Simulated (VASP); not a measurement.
Wanted: the native input for a VASP 6.6.1 run.

- Task: single point
- Functional: LDA
- Potentials or basis: VASP PAW LDA potentials, release 64 (Hf_pv, C)
- Cutoff: 520 eV
- k mesh: 12 × 12 × 7
- Occupations: methfessel-paxton, width 0.05 eV
- Spin: no spin polarisation
- Dipole correction: no
- Further INCAR settings: ALGO = Normal; EDIFF = 1e-07; NBANDS = 22

The structure of HfC lies in POSCAR:

```
HfC
1.0
    3.3428660000     -0.0167143300      0.0000000000
   -1.6859080350      2.9033641650      0.0000000000
    0.0000000000      0.0000000000      5.2027140000
Hf C
2 2
Direct
    0.6666666667      0.3333333333      0.7500000000
    0.3333333333      0.6666666667      0.2500000000
    0.0000000000      0.0000000000      0.0000000000
    0.0000000000      0.0000000000      0.5000000000
```

The input as run:

INCAR

```
PREC = Accurate ; ENCUT = 520
EDIFF = 1E-7 ; ISMEAR = 1
SIGMA = 0.05 ; LREAL = False
LASPH = True ; NELM = 100
ALGO = Normal ; ISIF = 2
LWAVE = False ; LCHARG = True
LELF = True ; LVHAR = True
NBANDS = 22
```

KPOINTS

```
Automatic mesh
0
Gamma
  12 12 7
```

Potentials or basis: VASP PAW LDA potentials, release 64 (Hf_pv, C).

Launch:

```console
$ cat potpaw_LDA.64/Hf_pv/POTCAR potpaw_LDA.64/C/POTCAR > POTCAR
$ mpirun -np 1 vasp_std > vasp.out
```

Results of the run:

```yaml
Pressure: -12.5 GPa
Largest_force: 0.005 eV/Å
Band_gap_on_the_k_mesh: zero (bands 14 and 15 overlap by 1.23 eV)
```

Caveat: the cell stands under tension; spin-orbit coupling is left out, which moves the levels of the heavy elements.

It took 12 min on 1 thread of Intel Xeon 8259CL, on a shared host, peak memory 0.38 GiB.
